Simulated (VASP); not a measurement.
Runs of VASP 6.6.1 on In2S. The structure is that of space group P-4m2 (No. 115), or close to it. The cells are those of the table. 

```csv
task,cell,k mesh,cutoff (eV),gap on the mesh (eV),pressure (GPa),largest force (eV/Å)
single point,"a = 3.988, b = 3.988, c = 5.405 Å, 3 atoms",4 × 4 × 4,520,none,0.1,0.02
single point,"a = 3.943, b = 3.943, c = 5.433 Å, 3 atoms",12 × 12 × 10,520,none,0.0,-
single point,"a = 4.109, b = 4.109, c = 4.155 Å, 3 atoms",4 × 4 × 4,520,none,22.8,(a)
relaxation of cell and atoms,"relaxed from a = 4.109, b = 4.109, c = 4.155 Å, 3 atoms",4 × 4 × 4,600,none,-0.1,0.02
```

Alike in all rows: level PBE; potentials or basis VASP PAW PBE potentials, release 64 (In_d, S); no spin polarisation; smearing gaussian 0.1 eV.

**Question.** Fill in the values left out.

**Answer.** (a) 3.81.

Caveats: some runs use coarse meshes; spin-orbit coupling is left out, which moves the levels of the heavy elements; forces of over 1 eV/Å act on the atoms, so gaps and moduli don't describe the material at rest (some runs).

A k mesh can miss the band edges, and the runs leave out spin-orbit coupling on In.

A gap of «none» marks levels without a gap at the run's occupations.
